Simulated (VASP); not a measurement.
Wanted: the native input for a VASP 6.6.1 run.

| Item | Value |
| --- | --- |
| Task | single point |
| Functional | r2SCAN |
| Potentials or basis | VASP PAW PBE potentials, release 64 (Ta_pv, C) |
| Cutoff | 520 eV |
| k mesh | 9 × 9 × 5 |
| Occupations | gaussian, width 0.15 eV |
| Spin | no spin polarisation |
| Dipole correction | no |
| Further INCAR settings | ALGO = Normal; EDIFF = 1e-07; NBANDS = 69 |

Ta4C3:

```xyz
14
Lattice="0.0000 -4.4248 0.0000 0.0000 0.0000 -4.4248 8.8496 0.0000 0.0000" Properties=species:S:1:pos:R:3 pbc="T T T"
Ta    0.0000   -2.2124   -2.2124
Ta    4.4248   -2.2124   -2.2124
Ta    2.2124    0.0000   -2.2124
Ta    6.6372    0.0000   -2.2124
Ta    2.2124   -2.2124   -4.4248
Ta    6.6372   -2.2124   -4.4248
Ta    4.4248   -4.4248   -4.4248
Ta    0.0000   -4.4248   -4.4248
C     2.2124    0.0000   -4.4248
C     6.6372    0.0000   -4.4248
C     0.0000   -2.2124   -4.4248
C     4.4248   -2.2124   -4.4248
C     4.4248   -4.4248   -2.2124
C     0.0000   -4.4248   -2.2124
```

One way to write it, as run:

POSCAR

```
Ta4C3
1.0
    0.0000000000     -4.4247933841      0.0000000000
    0.0000000000      0.0000000000     -4.4247933841
    8.8495867682      0.0000000000      0.0000000000
Ta C
8 6
Direct
    0.5000000000      0.5000000000      0.0000000000
    0.5000000000      0.5000000000      0.5000000000
    0.0000000000      0.5000000000      0.2500000000
    0.0000000000      0.5000000000      0.7500000000
    0.5000000000      1.0000000000      0.2500000000
    0.5000000000      1.0000000000      0.7500000000
    1.0000000000      1.0000000000      0.5000000000
    1.0000000000      1.0000000000      0.0000000000
    0.0000000000      1.0000000000      0.2500000000
    0.0000000000      1.0000000000      0.7500000000
    0.5000000000      1.0000000000      0.0000000000
    0.5000000000      1.0000000000      0.5000000000
    1.0000000000      0.5000000000      0.5000000000
    1.0000000000      0.5000000000      0.0000000000
```

INCAR.step1

```
SYSTEM = Ta4C3
  PREC = Accurate
  ENCUT = 520
  ISMEAR = 0
  SIGMA = 0.15
  LREAL = .False.
  LASPH = .True.
  NELM = 60
  NBANDS = 69
  GGA = PE
  ALGO = Normal
  EDIFF = 1E-4
  LWAVE = .True.
  LCHARG = .False.
```

INCAR.step2

```
SYSTEM = Ta4C3
  PREC = Accurate
  ENCUT = 520
  EDIFF = 1E-7
  ISMEAR = 0
  SIGMA = 0.15
  LREAL = .False.
  LASPH = .True.
  NELM = 60
  ALGO = Normal
  ISIF = 2
  LWAVE = .False.
  LCHARG = .False.
  METAGGA = R2SCAN
  LMIXTAU = .True.
  NBANDS = 69
  ISTART = 1
```

KPOINTS

```
Automatic mesh
0
Gamma
  9 9 5
  0 0 0
```

Potentials or basis: VASP PAW PBE potentials, release 64 (Ta_pv, C).

Launch:

```console
$ cat potpaw_PBE.64/Ta_pv/POTCAR potpaw_PBE.64/C/POTCAR > POTCAR
$ cp INCAR.step1 INCAR
$ mpirun -np 1 vasp_std > vasp.out
$ cp INCAR.step2 INCAR
$ mpirun -np 1 vasp_std > vasp.out
```

It gave:

```
Pressure               : 1.1 GPa
Band gap on the k mesh : zero (bands 56 and 57 overlap by 0.80 eV)
```

Caveat: the PAW data sets were made with another functional, which shifts forces and pressure a little; spin-orbit coupling is left out, which moves the levels of the heavy elements.

It took 48 min on 1 thread of Oxide Virtual Turin-like Processor, on a shared host, peak memory 0.54 GiB.
